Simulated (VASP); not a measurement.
# ZnS (ldaat) (P6_3mc) in VASP: notebook

ZnS (ldaat) is run at these levels: LDA; tasks: single point.

Everything below comes from runs of VASP 6.6.1. Logs are shortened: lines on timing, memory, paths and dates and some standing lists are left out, and cuts for length are marked.

**1. The cell of the first run**

Symmetry: P6_3mc, No. 186, hexagonal system. The conventional cell has a = 3.782 Å, b = 3.782 Å, c = 6.208 Å, α = 90.00°, β = 90.00°, γ = 120.00°. Within 3.1 Å of Zn (site symmetry 3m) lie 4 S at 2.32 Å. Within 3.1 Å of S (site symmetry 3m) lie 4 Zn at 2.32 Å.

**2. Single point, LDA**

Contents of INCAR:

```
PREC     = Accurate       # precision mode
ENCUT    = 520            # plane-wave cutoff, eV
EDIFF    = 1E-6           # SCF threshold, eV
ISMEAR   = 0              # smearing method
SIGMA    = 0.01           # smearing width, eV
LREAL    = False          # projectors in reciprocal space
LASPH    = True           # aspherical terms in the spheres
NELM     = 100            # most SCF steps
ALGO     = Normal         # electronic algorithm
ISIF     = 2              # what is computed and relaxed
LWAVE    = False          # write WAVECAR
LCHARG   = True           # write CHGCAR
LELF     = True           # ELF
LVHAR    = True         
NBANDS   = 26             # bands
```

Contents of KPOINTS:

```
regular mesh
0
Gamma
  9 9 6
```

Contents of POSCAR:

```
ZnS
1.0
    3.7822379936      0.0000000000      0.0000000000
   -1.8911189968      3.2755141856      0.0000000000
    0.0000000000      0.0000000000      6.2081825480
Zn S
2 2
Direct
    0.3333333333      0.6666666667      0.0004376474
    0.6666666667      0.3333333333      0.5004376474
    0.3333333333      0.6666666667      0.3745623526
    0.6666666667      0.3333333333      0.8745623526
```

Potentials or basis: VASP PAW LDA potentials, release 64 (Zn, S).

Started as:

```console
$ cat potpaw_LDA.64/Zn/POTCAR potpaw_LDA.64/S/POTCAR > POTCAR
$ mpirun -np 1 vasp_std > vasp.out
```

OUTCAR:

```text
PREC = Accurate
   ENCUT = 520
   EDIFF = 1E-6
   ISMEAR = 0
   LREAL = False
   LASPH = True
   NELM = 100
   ISIF = 2

 ion  position               nearest neighbor table
   1  0.333  0.667  0.000-   4 2.32   4 2.32   4 2.32   3 2.32
   2  0.667  0.333  0.500-   3 2.32   3 2.32   3 2.32   4 2.32
   3  0.333  0.667  0.375-   2 2.32   2 2.32   2 2.32   1 2.32
   4  0.667  0.333  0.875-   1 2.32   1 2.32   1 2.32   2 2.32

  LATTYP: Found a hexagonal cell.
 ALAT       =     3.7822379936
 C/A-ratio  =     1.6414045225

  Lattice vectors:

 A1 = (   3.7822379936,   0.0000000000,   0.0000000000)
 A2 = (  -1.8911189968,   3.2755141856,   0.0000000000)
 A3 = (   0.0000000000,   0.0000000000,   6.2081825480)

Analysis of symmetry for initial positions (statically):
=====================================================================
 Subroutine PRICEL returns:
 Original cell was already a primitive cell.

 Routine SETGRP: Setting up the symmetry group for a
 hexagonal supercell.

 Subroutine GETGRP returns: Found 12 space group operations
 (whereof  6 operations were pure point group operations)
 out of a pool of 24 trial point group operations.

The static configuration has the point symmetry C_3v.
 The point group associated with its full space group is C_6v.

Analysis of symmetry for dynamics (positions and initial velocities):
=====================================================================
 Subroutine PRICEL returns:
 Original cell was already a primitive cell.

 Routine SETGRP: Setting up the symmetry group for a
 hexagonal supercell.

 Subroutine GETGRP returns: Found 12 space group operations
 (whereof  6 operations were pure point group operations)
 out of a pool of 24 trial point group operations.

The dynamic configuration has the point symmetry C_3v.
 The point group associated with its full space group is C_6v.

 Subroutine INISYM returns: Found 12 space group operations
 (whereof  6 operations are pure point group operations),
 and found     1 'primitive' translations

----------------------------------------------------------------------------------------

                                     Primitive cell

  volume of cell :      76.9118

  direct lattice vectors                    reciprocal lattice vectors
     3.782237994  0.000000000  0.000000000     0.264393727  0.152647790  0.000000000
    -1.891118997  3.275514186  0.000000000     0.000000000  0.305295579  0.000000000
     0.000000000  0.000000000  6.208182548     0.000000000  0.000000000  0.161077738

  length of vectors
     3.782237994  3.782237994  6.208182548     0.305295579  0.305295579  0.161077738

  position of ions in fractional coordinates (direct lattice)
     0.333333333  0.666666667  0.000437647
     0.666666667  0.333333333  0.500437647
     0.333333333  0.666666667  0.374562353
     0.666666667  0.333333333  0.874562353

  ion indices of the primitive-cell ions
   primitive index   ion index
                 1           1
                 2           2
                 3           3
                 4           4

----------------------------------------------------------------------------------------

 KPOINTS: regular mesh

Automatic generation of k-mesh.
 Grid dimensions read from file:
 generate k-points for:    9    9    6

 Generating k-lattice:

  Cartesian coordinates                     Fractional coordinates (reciprocal lattice)
     0.029377081  0.016960866  0.000000000     0.111111111  0.000000000  0.000000000
     0.000000000  0.033921731  0.000000000     0.000000000  0.111111111  0.000000000
     0.000000000  0.000000000  0.026846290     0.000000000  0.000000000  0.166666667

  Length of vectors
     0.033921731  0.033921731  0.026846290

  Shift w.r.t. Gamma in fractional coordinates (k-lattice)
     0.000000000  0.000000000  0.000000000

 Subroutine IBZKPT returns following result:
 ===========================================

 Found     48 irreducible k-points:

 Following reciprocal coordinates:
            Coordinates               Weight
  0.000000  0.000000  0.000000      1.000000
  0.111111  0.000000  0.000000      6.000000
  0.222222  0.000000  0.000000      6.000000
  0.333333  0.000000  0.000000      6.000000
  0.444444  0.000000  0.000000      6.000000
  0.111111  0.111111  0.000000      6.000000
[... 16 lines left out ...]
  0.333333  0.222222  0.166667     24.000000
  0.333333  0.333333  0.166667      4.000000
 [... further k-points ...]
   k-points           NKPTS =     48   k-points in BZ     NKDIM =     48   number of bands    NBANDS=     26
   number of dos      NEDOS =    301   number of ions     NIONS =      4
   total plane-waves  NPLWV =  37632
   dimension x,y,z NGX =    28 NGY =   28 NGZ =   48
   dimension x,y,z NGXF=    56 NGYF=   56 NGZF=   96
   ions per type =               2   2
   NGX,Y,Z   is equivalent  to a cutoff of  12.31, 12.31, 12.85 a.u.
   NGXF,Y,Z  is equivalent  to a cutoff of  24.61, 24.61, 25.71 a.u.
 SYSTEM =  unknown system
   PREC   = accura    normal or accurate (medium, high low for compatibility)
   ISTART =      0    job   : 0-new  1-cont  2-samecut
   ICHARG =      2    charge: 1-file 2-atom 10-const
   ISPIN  =      1    spin polarized calculation?
   LNONCOLLINEAR =      F non collinear calculations
   LSORBIT =      F    spin-orbit coupling
   LASPH  =      T    aspherical Exc in radial PAW
   ENCUT  =  520.0 eV  38.22 Ry    6.18 a.u.   7.03  7.03 11.54*2*pi/ulx,y,z
   NELM   =    100;   NELMIN=  2; NELMDL= -5     # of ELM steps
   EDIFF  = 0.1E-05   stopping-criterion for ELM
   LREAL  =      F    real-space projection
   EDIFFG = 0.1E-04   stopping-criterion for IOM
   NSW    =      0    number of steps for IOM
   IBRION =     -1    ionic relax: 0-MD 1-quasi-New 2-CG
   NFREE  =      0    steps in history (QN), initial steepest desc. (CG)
   ISIF   =      2    stress and relaxation
   ISYM   =      2    0-nonsym 1-usesym 2-fastsym
   POTIM  = 0.5000    time-step for ionic-motion
   TEBEG  =    0.0;   TEEND  =   0.0 temperature during run
   PSTRESS=    0.0 pullay stress
   NELECT =      36.0000    total number of electrons
   NUPDOWN=      -1.0000    fix difference up-down
   EMIN   =  10.00;   EMAX   =-10.00  energy-range for DOS
   EFERMI =   0.00;   METHOD = LEGACY
   ISMEAR =     0;   SIGMA  =   0.01  broadening in eV -4-tet -1-fermi 0-gaus
   EFERMI_NEDOS =   21; number of points for ismear=-14 and -15
   IALGO  =     38    algorithm
   IMIX   =      4    mixing-type and parameters
     AMIX     =   0.40;   BMIX     =  1.00
     AMIX_MAG =   1.60;   BMIX_MAG =  1.00
  volume/ion in A,a.u.               =      19.23       129.76
  Fermi-wavevector in a.u.,A,eV,Ry     =   1.271095  2.402022 21.982700  1.615683
  Thomas-Fermi vector in A             =   2.404047
   LORBIT       =      0    0 simple, 1 ext, 2 COOP (PROOUT), +10 PAW based schemes
   GGA     = CA    functional components
   LHFCALC =     F    Hartree Fock is set to
   AEXX    =    0.0000 exact exchange contribution
   IVDW    =     0    specifies the selected vdW correction
   LEPSILON=     F    determine dielectric tensor
   LRPA    =     F    only Hartree local field effects (RPA)
 non-spin polarized calculation
 Gauss-broadening in eV      SIGMA  =   0.01
  energy-cutoff  :      520.00
  volume of cell :       76.91
 maximum number of plane-waves:      2087
   NGX = 15   NGY = 15   NGZ = 23

 number of electron      35.9999970 magnetization

 Free energy of the ion-electron system (eV)
  ---------------------------------------------------
  ext. energy  EPLUGINS =         0.00000000
  ---------------------------------------------------
  free energy    TOTEN  =       -16.38483251 eV

  energy without entropy =      -16.38483251  energy(sigma->0) =      -16.38483251

 E-fermi :   2.2770     XC(G=0): -10.1512

 val. band max:        2.1919489179   @ k =   0.0000   0.0000   0.0000
 cond. band min:       4.2624319909   @ k =   0.0000   0.0000   0.0000
 fundamental gap:      2.0704830731
 Fermi energy:         2.2770488803

 k-point     1 :       0.0000    0.0000    0.0000
  band No.  band energies     occupation
      1     -11.1278      2.00000
      2     -10.1250      2.00000
      3      -4.4216      2.00000
      4      -4.4047      2.00000
      5      -4.4047      2.00000
      6      -4.3212      2.00000
[... 18 lines left out ...]
     25       9.7782      0.00000
     26      11.2974      0.00000

 k-point     2 :       0.1111    0.0000    0.0000
  band No.  band energies     occupation
      1     -11.0392      2.00000
      2     -10.0751      2.00000
      3      -4.4168      2.00000
      4      -4.3992      2.00000
      5      -4.3877      2.00000
      6      -4.3126      2.00000
[... 18 lines left out ...]
     25      10.1645      0.00000
     26      10.7607      0.00000

 k-point     3 :       0.2222    0.0000    0.0000
  band No.  band energies     occupation
      1     -10.7947      2.00000
      2      -9.9515      2.00000
      3      -4.4245      2.00000
      4      -4.3647      2.00000
      5      -4.3493      2.00000
      6      -4.2698      2.00000
[... 18 lines left out ...]
     25      10.3012      0.00000
     26      11.0033      0.00000

 k-point     4 :       0.3333    0.0000    0.0000
  band No.  band energies     occupation
      1     -10.4641      2.00000
      2      -9.8284      2.00000
      3      -4.4141      2.00000
      4      -4.3235      2.00000
      5      -4.3163      2.00000
      6      -4.1690      2.00000
[... 18 lines left out ...]
     25      10.7358      0.00000
     26      11.8171      0.00000
[... 496 lines left out ...]
      1     -10.2623      2.00000
      2      -9.8225      2.00000
      3      -4.3609      2.00000
      4      -4.3196      2.00000
      5      -4.2426      2.00000
      6      -4.1954      2.00000
[... 18 lines left out ...]
     25      10.5442      0.00000
     26      11.4911      0.00000

 k-point    23 :       0.3333    0.2222    0.1667
  band No.  band energies     occupation
      1     -10.0259      2.00000
      2      -9.8046      2.00000
      3      -4.3716      2.00000
      4      -4.2683      2.00000
      5      -4.1831      2.00000
      6      -4.1107      2.00000
[... 18 lines left out ...]
     25      11.3043      0.00000
     26      12.1150      0.00000

 k-point    24 :       0.3333    0.3333    0.1667
  band No.  band energies     occupation
      1      -9.8713      2.00000
      2      -9.8713      2.00000
      3      -4.3750      2.00000
      4      -4.2096      2.00000
      5      -4.2096      2.00000
      6      -4.0893      2.00000
[... 18 lines left out ...]
     25      12.1775      0.00000
     26      12.1802      0.00000

 [... further k-points ...]
[... 5 lines left out ...]
  --------------------------------------------------------------------------------------
  -------------------------------------------------------------------------------------
  Total       -1.1934634     -1.1934634     -1.1744973      0.0000000     -0.0000000      0.0000000
  in kB      -24.8614734    -24.8614734    -24.4663832      0.0000000     -0.0000000      0.0000000
  external PRESSURE =     -24.7297766 kB  Pullay stress =       0.0000000 kB

 VOLUME and BASIS-vectors are now :
 -----------------------------------------------------------------------------
  energy-cutoff  :      520.00
  volume of cell :       76.91
      direct lattice vectors                 reciprocal lattice vectors
     3.782237994  0.000000000  0.000000000     0.264393727  0.152647790  0.000000000
    -1.891118997  3.275514186  0.000000000     0.000000000  0.305295579  0.000000000
     0.000000000  0.000000000  6.208182548     0.000000000  0.000000000  0.161077738

 POSITION                                       TOTAL-FORCE (eV/Angst)
 -----------------------------------------------------------------------------------
     -0.00000      2.18368      0.00272         0.000000     -0.000000     -0.004000
      1.89112      1.09184      3.10681        -0.000000      0.000000     -0.004000
     -0.00000      2.18368      2.32535         0.000000      0.000000      0.004000
      1.89112      1.09184      5.42944        -0.000000     -0.000000      0.004000
 -----------------------------------------------------------------------------------
    total drift:                               -0.000000     -0.000000      0.000864

  FREE ENERGIE OF THE ION-ELECTRON SYSTEM (eV)
  ---------------------------------------------------
  free  energy   TOTEN  =       -16.3848325134 eV

  energy  without entropy=      -16.3848325134  energy(sigma->0) =      -16.38483251
```

Wall time 57 s (1 thread of Intel Xeon Platinum 8488C (Sapphire Rapids), shared host); peak memory 0.21 GiB.

Results:

| Property | Result |
| --- | --- |
| Free energy | -16.3848 eV |
| Pressure | -2.5 GPa |
| Largest force | 0.004 eV/Å |
| Band gap on the k mesh | 2.07 eV, direct |

Forces on the atoms (eV/Å):
```
Zn   0.000  0.000 -0.004
Zn   0.000  0.000 -0.004
S    0.000  0.000  0.004
S    0.000  0.000  0.004
```

Levels at points of the mesh, in eV from the valence-band top:
| k point | band 14 | band 15 | band 16 | band 17 | band 18 | band 19 | band 20 | band 21 | band 22 | band 23 |
| --- | --- | --- | --- | --- | --- | --- | --- | --- | --- | --- |
| (0.00, 0.00, 0.00) | -0.94 | -0.94 | -0.09 | 0.00 | 0.00 | 2.07 | 2.95 | 6.15 | 6.15 | 6.41 |
| (0.00, 0.00, 0.50) | -3.00 | -0.49 | -0.49 | -0.49 | -0.49 | 3.43 | 3.43 | 6.62 | 6.62 | 6.62 |

Expect the measured gap to be larger: semilocal functionals such as LDA lack the derivative discontinuity.

**3. Single point, LDA**

Contents of INCAR:

```
SYSTEM = ZnS
ALGO = Normal ; EDIFF = 1E-6
ENCUT = 520 ; GGA = CA
ISIF = 2 ; ISMEAR = 0
LASPH = .True. ; LCHARG = .False.
LREAL = .False. ; LWAVE = .False.
NBANDS = 26 ; NELM = 60
PREC = Accurate ; SIGMA = 0.01
```

Contents of KPOINTS:

```
k-points
0
Gamma
  9 9 6
  0 0 0
```

Contents of POSCAR:

```
ZnS
1.0
    3.7822379936      0.0000000000      0.0000000000
   -1.8911189968      3.2755141856      0.0000000000
    0.0000000000      0.0000000000      6.2081825480
Zn S
2 2
Direct
    0.3333333333      0.6666666667     -0.0090029997
    0.6666666667      0.3333333333      0.4909970003
    0.3333333333      0.6666666667      0.3840029997
    0.6666666667      0.3333333333      0.8840029997
```

Potentials or basis: VASP PAW LDA potentials, release 64 (Zn, S).

Started as:

```console
$ cat potpaw_LDA.64/Zn/POTCAR potpaw_LDA.64/S/POTCAR > POTCAR
$ mpirun -np 1 vasp_std > vasp.out
```

Run time: 60 s. Hardware: 1 thread of Intel Xeon Platinum 8488C (Sapphire Rapids), shared host; peak memory 0.21 GiB.

Results (log left out):

```yaml
Free_energy: -16.3181 eV
Pressure: -2.0 GPa
Largest_force: 0.521 eV/Å
Band_gap_on_the_k_mesh: 2.11 eV, direct
```

Forces on the atoms (eV/Å):
```
Zn   0.000  0.000  0.521
Zn   0.000  0.000  0.521
S    0.000  0.000 -0.521
S    0.000  0.000 -0.521
```

Stress tensor (GPa, compression positive):
```
-0.77  0.00  0.00
 0.00 -0.77  0.00
 0.00  0.00 -4.33
```

Levels at points of the mesh, in eV from the valence-band top:
```
           k point  band 15  band 16  band 17  band 18  band 19  band 20  band 21  band 22
(0.00, 0.00, 0.00)    -0.88    -0.05    -0.05     0.00     2.11     2.77     6.12     6.12
(0.00, 0.00, 0.50)    -0.48    -0.48    -0.48    -0.48     3.33     3.33     6.55     6.55
```

LDA gaps usually lie below the measured ones, often by a third to a half.

**4. Single point, LDA**

Contents of INCAR:

```
SYSTEM = ZnS
PREC = Accurate
ENCUT = 520
EDIFF = 1E-6
ISMEAR = 0
SIGMA = 0.01
LREAL = .False.
LASPH = .True.
NELM = 100
ALGO = Normal
ISIF = 2
LWAVE = .False.
LCHARG = .False.
GGA = CA
NBANDS = 26
```

Contents of KPOINTS:

```
regular mesh
0
Gamma
  9 9 6
  0 0 0
```

Contents of POSCAR:

```
ZnS
1.0
    3.7822379936      0.0000000000      0.0000000000
   -1.8911189968      3.2755141856      0.0000000000
    0.0000000000      0.0000000000      6.2081825480
Zn S
2 2
Direct
    0.3333333333      0.6666666667     -0.0184436468
    0.6666666667      0.3333333333      0.4815563532
    0.3333333333      0.6666666667      0.3934436468
    0.6666666667      0.3333333333      0.8934436468
```

Started as:

```console
$ cat potpaw_LDA.64/Zn/POTCAR potpaw_LDA.64/S/POTCAR > POTCAR
$ mpirun -np 1 vasp_std > vasp.out
```

Wall time 59 s (1 thread of Intel Xeon Platinum 8488C (Sapphire Rapids), shared host); peak memory 0.2 GiB.

Results (log left out):

```yaml
Free_energy: -16.1619 eV
Pressure: -0.9 GPa
Largest_force: 0.774 eV/Å
Band_gap_on_the_k_mesh: 2.15 eV, direct
```

Forces on the atoms (eV/Å):
```
Zn   0.000  0.000  0.774
Zn   0.000  0.000  0.774
S    0.000  0.000 -0.774
S    0.000  0.000 -0.774
```

Stress tensor (GPa, compression positive):
```
 1.01  0.00  0.00
 0.00  1.01  0.00
 0.00  0.00 -4.61
```

Levels at points of the mesh, in eV from the valence-band top:
```
           k point  band 14  band 15  band 16  band 17  band 18  band 19  band 20  band 21  band 22  band 23
(0.00, 0.00, 0.00)    -0.86    -0.86    -0.11    -0.11     0.00     2.15     2.59     6.07     6.07     6.57
(0.00, 0.00, 0.50)    -2.73    -0.50    -0.50    -0.50    -0.50     3.21     3.21     6.47     6.47     6.47
```
